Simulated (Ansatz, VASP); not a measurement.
# In in VASP and in Ansatz

Contents of INCAR:

```
SYSTEM = In
PREC = Accurate ; ENCUT = 520
EDIFF = 1E-8 ; ISMEAR = -1
SIGMA = 0.05 ; LREAL = .False.
LASPH = .True. ; NELM = 100
ALGO = Normal ; ISIF = 2
LWAVE = .False. ; LCHARG = .False.
GGA = CA ; LEFG = .True.
NBANDS = 12
```

KPOINTS

```
Automatic mesh
0
Gamma
  14 14 14
  0 0 0
```

POSCAR

```
In
1.0
   -1.6315525314      1.6315525314      2.4821691634
    1.6315525314     -1.6315525314      2.4821691634
    1.6315525314      1.6315525314     -2.4821691634
In
1
Direct
    0.0000000000      0.0000000000      0.0000000000
```

Input for Ansatz:

```yaml
crystal:
  lattice:
    - [-1.6315525314, 1.6315525314, 2.4821691634]
    - [1.6315525314, -1.6315525314, 2.4821691634]
    - [1.6315525314, 1.6315525314, -2.4821691634]
  atoms:
    - { symbol: In, position: [0.0, 0.0, 0.0] }
kpoints:
  mp_grid: { grid: [14, 14, 14] }
scf:
  occupations: { method: fermi_dirac, width: 0.05 }
hamiltonian:
  xc: lda
  pseudopotentials: { kind: all_electron, datasets: crystal }
output:
  forces: true
  stress: true
  eigenvalues: true
  efg: { contact_densities: true }
```

Change from the starting cell: volume scaled by 1.01, crystal datasets.

Alike in both runs: task electric field gradients; functional LDA; k mesh 14 × 14 × 14; occupations fermi-dirac, width 0.05 eV; no spin polarisation.

|  | VASP | Ansatz |
| --- | --- | --- |
| version | VASP 6.6.1 | Ansatz 0.2.0 |
| potentials or method | VASP PAW LDA potentials, release 64 (In_d), cutoff 520 eV | all-electron PAW with datasets made for the crystal, scalar-relativistic |

```csv
,VASP,Ansatz,Ansatz less VASP
pressure (GPa),-3.0,-3.0,+0.02
"traceless stress, the component that is largest in VASP (GPa)",0.27,0.27,-0.006
size of Vzz on the site where it differs most (V/Å²),21.6,21.6,-0.05
```

LDA's correlation is that of Perdew and Zunger in VASP and of Perdew and Wang (1992) in Ansatz. Ansatz ran all-electron here, and VASP with PAW potentials.
